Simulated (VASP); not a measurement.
Input of a VASP 6.6.1 run:

Contents of INCAR:

```
SYSTEM = Li3Dy
ALGO     = Normal         ! electronic algorithm
EDIFF    = 1E-6           ! SCF threshold, eV
ENCUT    = 750            ! plane-wave cutoff, eV
GGA      = PE             ! functional
GGA_COMPAT= .FALSE.      
ISIF     = 2              ! what is computed and relaxed
ISMEAR   = 0              ! smearing method
LASPH    = .TRUE.         ! aspherical terms in the spheres
LCHARG   = .FALSE.        ! write CHGCAR
LMAXMIX  = 6              ! l up to which the mixer works
LREAL    = .FALSE.        ! projectors in reciprocal space
LWAVE    = .FALSE.        ! write WAVECAR
NBANDS   = 17             ! bands
NELM     = 200            ! most SCF steps
PREC     = Accurate       ! precision mode
SIGMA    = 0.1            ! smearing width, eV
```

File KPOINTS:

```
k-points
0
G
  6 6 4
  0 0 0
```

Contents of POSCAR:

```
Li3Dy
1.0
    4.1290793918      0.0000000000      0.0000000000
    0.0000000000      4.1290793918      0.0000000000
    0.0000000000      0.0000000000      5.9848003404
Li Dy
3 1
Direct
    0.0000000000      0.0000000000      0.0000000000
    0.5000000000      0.5000000000      0.0000000000
    0.0000000000      0.0000000000      0.5000000000
    0.5000000000      0.5000000000      0.5000000000
```

Potentials or basis: VASP PAW PBE potentials, release 64 (Li_sv, Dy_3), 4f in core.

Run with:

```bash
$ cat potpaw_PBE.64/Li_sv/POTCAR potpaw_PBE.64/Dy_3/POTCAR > POTCAR
$ mpirun -np 1 vasp_std > vasp.out
```

Q: Predict the pressure.

A: 0.0 GPa.

Q: Predict the band gap on the k mesh.

A: Zero (bands 9 and 10 overlap by 0.69 eV).

Caveat: spin-orbit coupling is left out, which moves the levels of the heavy elements; the 4f electrons are frozen in the core, so they carry no moment and show no levels. Spin polarisation is off, so any magnetic state and its effect on volume and gap are missing.
